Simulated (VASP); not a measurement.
# Re (P6_3/mmc) in VASP: relaxation of shape and atoms at fixed volume with PBE

Aim: the relaxation of shape and atoms at fixed volume of Re with PBE.

Everything below comes from runs of VASP 6.6.1. Logs are shortened: lines on timing, memory, paths and dates and some standing lists are left out, and cuts for length are marked.

## Step 1: The cell of the first run

The structure is hexagonal, space group P6_3/mmc (No. 194). Conventional cell: a = 2.856 Å, b = 2.856 Å, c = 4.613 Å, α = 90.00°, β = 90.00°, γ = 120.00°. Within 3.7 Å of Re (site symmetry -6m2) lie 12 Re at 2.84 to 2.86 Å.

## Step 2: Relaxation of shape and atoms at fixed volume, PBE (volume scaled by 1.09)

The input, INCAR:

```
PREC = Accurate ; ENCUT = 600
EDIFF = 1E-6 ; ISMEAR = 0
SIGMA = 0.1 ; LREAL = False
LASPH = True ; NELM = 100
ALGO = Normal ; ISIF = 4
LWAVE = False ; LCHARG = False
GGA = PE ; IBRION = 2
NSW = 50 ; EDIFFG = -0.01
```

The input, KPOINTS:

```
Automatic mesh
0
Gamma
  18 18 10
```

The input, POSCAR:

```
Re
1.0
    2.8562153366      0.0000000000      0.0000000000
   -1.4281076683      2.4735550402      0.0000000000
    0.0000000000      0.0000000000      4.6131021018
Re
2
Direct
    0.3333333333      0.6666666667      0.2500000000
    0.6666666667      0.3333333333      0.7500000000
```

Potentials or basis: VASP PAW PBE potentials, release 64 (Re).

On the command line:

```sh
$ cat potpaw_PBE.64/Re/POTCAR > POTCAR
$ mpirun -np 1 vasp_std > vasp.out
```

OUTCAR:

```text
PREC = Accurate
   ENCUT = 600
   EDIFF = 1E-6
   ISMEAR = 0
   LREAL = False
   LASPH = True
   NELM = 100
   ISIF = 4
   GGA = PE
   IBRION = 2
   NSW = 50
   EDIFFG = -0.01

 ion  position               nearest neighbor table
   1  0.333  0.667  0.250-   2 2.84   2 2.84   2 2.84   2 2.84   2 2.84   2 2.84
   2  0.667  0.333  0.750-   1 2.84   1 2.84   1 2.84   1 2.84   1 2.84   1 2.84

  LATTYP: Found a hexagonal cell.
 ALAT       =     2.8562153366
 C/A-ratio  =     1.6151100523

  Lattice vectors:

 A1 = (   2.8562153366,   0.0000000000,   0.0000000000)
 A2 = (  -1.4281076683,   2.4735550402,   0.0000000000)
 A3 = (   0.0000000000,   0.0000000000,   4.6131021018)

Analysis of symmetry for initial positions (statically):
=====================================================================
 Subroutine PRICEL returns:
 Original cell was already a primitive cell.

 Routine SETGRP: Setting up the symmetry group for a
 hexagonal supercell.

 Subroutine GETGRP returns: Found 24 space group operations
 (whereof 12 operations were pure point group operations)
 out of a pool of 24 trial point group operations.

The static configuration has the point symmetry D_3d.
 The point group associated with its full space group is D_6h.

Analysis of symmetry for dynamics (positions and initial velocities):
=====================================================================
 Subroutine PRICEL returns:
 Original cell was already a primitive cell.

 Routine SETGRP: Setting up the symmetry group for a
 hexagonal supercell.

 Subroutine GETGRP returns: Found 24 space group operations
 (whereof 12 operations were pure point group operations)
 out of a pool of 24 trial point group operations.

The dynamic configuration has the point symmetry D_3d.
 The point group associated with its full space group is D_6h.

 Subroutine INISYM returns: Found 24 space group operations
 (whereof 12 operations are pure point group operations),
 and found     1 'primitive' translations

----------------------------------------------------------------------------------------

                                     Primitive cell

  volume of cell :      32.5916

  direct lattice vectors                    reciprocal lattice vectors
[... 99 lines left out ...]
   NUPDOWN=      -1.0000    fix difference up-down
   EMIN   =  10.00;   EMAX   =-10.00  energy-range for DOS
   EFERMI =   0.00;   METHOD = LEGACY
   ISMEAR =     0;   SIGMA  =   0.10  broadening in eV -4-tet -1-fermi 0-gaus
   EFERMI_NEDOS =   21; number of points for ismear=-14 and -15
   IALGO  =     38    algorithm
   IMIX   =      4    mixing-type and parameters
     AMIX     =   0.40;   BMIX     =  1.00
     AMIX_MAG =   1.60;   BMIX_MAG =  1.00
  volume/ion in A,a.u.               =      16.30       109.97
  Fermi-wavevector in a.u.,A,eV,Ry     =   1.235233  2.334252 20.759786  1.525801
  Thomas-Fermi vector in A             =   2.369891
   LORBIT       =      0    0 simple, 1 ext, 2 COOP (PROOUT), +10 PAW based schemes
   GGA     = PE    functional components
   LHFCALC =     F    Hartree Fock is set to
   AEXX    =    0.0000 exact exchange contribution
   IVDW    =     0    specifies the selected vdW correction
   LEPSILON=     F    determine dielectric tensor
   LRPA    =     F    only Hartree local field effects (RPA)
 conjugate gradient relaxation of ions
 non-spin polarized calculation
 Gauss-broadening in eV      SIGMA  =   0.10
  energy-cutoff  :      600.00
  volume of cell :       32.59
 maximum number of plane-waves:      1104
 NGX is ok and might be reduce to    24
   NGX = 11   NGY = 11   NGZ = 19

--------------------------------------- Ionic step        1  -------------------------------------------

 number of electron      14.0000000 magnetization

 Free energy of the ion-electron system (eV)
  ---------------------------------------------------
  ext. energy  EPLUGINS =         0.00000000
  ---------------------------------------------------
  free energy    TOTEN  =       -24.61156115 eV

  energy without entropy =      -24.60226104  energy(sigma->0) =      -24.60691110

------------------------ aborting loop because EDIFF is reached ----------------------------------------

  FORCE on cell =-STRESS in cart. coord.  units (eV):
  Direction    XX          YY          ZZ          XY          YZ          ZX
  --------------------------------------------------------------------------------------
  -------------------------------------------------------------------------------------
  Total       -5.3925162     -5.3925162     -5.4560444      0.0000000      0.0000000     -0.0000000
  in kB     -265.0918921   -265.0918921   -268.2148921      0.0000000      0.0000000     -0.0000000
  external PRESSURE =    -266.1328921 kB  Pullay stress =       0.0000000 kB
[... 59 lines left out ...]
--------------------------------------- Ionic step        3  -------------------------------------------

 number of electron      14.0000000 magnetization

 Free energy of the ion-electron system (eV)
  ---------------------------------------------------
  ext. energy  EPLUGINS =         0.00000000
  ---------------------------------------------------
  free energy    TOTEN  =       -24.61157874 eV

  energy without entropy =      -24.60223959  energy(sigma->0) =      -24.60690916

 E-fermi :   6.6616     XC(G=0): -13.1726

 val. band max:        6.6596549381   @ k =   0.3333   0.1111   0.4000
 cond. band min:       6.6752104497   @ k =   0.5000   0.0000   0.4000
 fundamental gap:      0.0155555116
 Fermi energy:         6.6615813857

 k-point     1 :       0.0000    0.0000    0.0000
  band No.  band energies     occupation
      1      -2.4884      2.00000
      2       0.7700      2.00000
      3       5.3381      2.00000
      4       5.3394      2.00000
      5       5.3394      2.00000
      6       6.0483      2.00000
      7       6.0483      2.00000
      8       6.8420      0.01072
      9       6.8420      0.01072
     10       7.1427      0.00000
     11       9.5841      0.00000
[... 309 lines left out ...]
 k-point    24 :       0.3889    0.1111    0.0000
  band No.  band energies     occupation
      1       1.6385      2.00000
      2       1.9130      2.00000
      3       2.2418      2.00000
      4       4.5371      2.00000
      5       4.8912      2.00000
      6       5.4595      2.00000
      7       6.1177      2.00000
      8       9.4302      0.00000
      9       9.9316      0.00000
     10      10.1698      0.00000
     11      11.4958      0.00000

 [... further k-points ...]
[... 5 lines left out ...]
  --------------------------------------------------------------------------------------
  -------------------------------------------------------------------------------------
  Total       -5.4208127     -5.4208127     -5.4039882      0.0000000     -0.0000000      0.0000000
  in kB     -266.4829296   -266.4829296   -265.6558481      0.0000000     -0.0000000      0.0000000
  external PRESSURE =    -266.2072358 kB  Pullay stress =       0.0000000 kB
[... 17 lines left out ...]
  FREE ENERGIE OF THE ION-ELECTRON SYSTEM (eV)
  ---------------------------------------------------
  free  energy   TOTEN  =       -24.6115787399 eV

  energy  without entropy=      -24.6022395861  energy(sigma->0) =      -24.60690916

 reached required accuracy - stopping structural energy minimisation
```

OSZICAR:

```text
N       E                     dE             d eps       ncg     rms          rms(c)
DAV:   1     0.337636199544E+02    0.33764E+02   -0.72829E+03  8633   0.167E+03
DAV:   2    -0.182728636509E+02   -0.52036E+02   -0.45127E+02  7568   0.320E+02
[... 15 lines left out ...]
   2 F= -.24611571E+02 E0= -.24606888E+02  d E =-.984612E-05
       N       E                     dE             d eps       ncg     rms          rms(c)
DAV:   1    -0.246115932915E+02   -0.22275E-04   -0.12387E-03  7578   0.133E+00    0.185E-02
DAV:   2    -0.246115820847E+02    0.11207E-04   -0.15408E-05  8782   0.545E-02    0.887E-03
DAV:   3    -0.246115786831E+02    0.34016E-05   -0.34977E-06  4385   0.389E-02    0.467E-03
DAV:   4    -0.246115787399E+02   -0.56780E-07   -0.79566E-07  3606   0.401E-02
   3 F= -.24611579E+02 E0= -.24606909E+02  d E =-.175906E-04
```

CONTCAR:

```text
Re
   1.00000000000000
     2.8571112668433152   -0.0000000000000000   -0.0000000000000000
    -1.4285556334216576    2.4743309385466370    0.0000000000000000
     0.0000000000000000    0.0000000000000000    4.6102094110520691
  Re
     2
Direct
     0.3333333332999970    0.6666666667000030    0.2500000000000000
     0.6666666667000030    0.3333333332999970    0.7500000000000000

  0.00000000E+00  0.00000000E+00  0.00000000E+00
  0.00000000E+00  0.00000000E+00  0.00000000E+00
```

Wall time 48 s (1 thread of Intel Xeon 6975P-C (Granite Rapids), shared host); peak memory 0.23 GiB.

Results:

* Free energy: -24.6116 eV
* Energy gained by relaxing: 0.0 meV/atom
* Ionic steps: 3
* Pressure after relaxing: -26.6 GPa
* Band gap on the k mesh: zero (band 7 reaches 7.89 eV, above the bottom of band 8 at 5.22 eV)

Stress tensor (GPa, compression positive):
```
-26.65   0.00   0.00
  0.00 -26.65   0.00
  0.00   0.00 -26.57
```

Final structure:
```
CELL_PARAMETERS angstrom
2.85711 0.00000 0.00000
-1.42856 2.47433 0.00000
0.00000 0.00000 4.61021
ATOMIC_POSITIONS crystal
Re 0.33333 0.66667 0.25000
Re 0.66667 0.33333 0.75000
```

Caveat: spin-orbit coupling is left out, which moves the levels of the heavy elements.
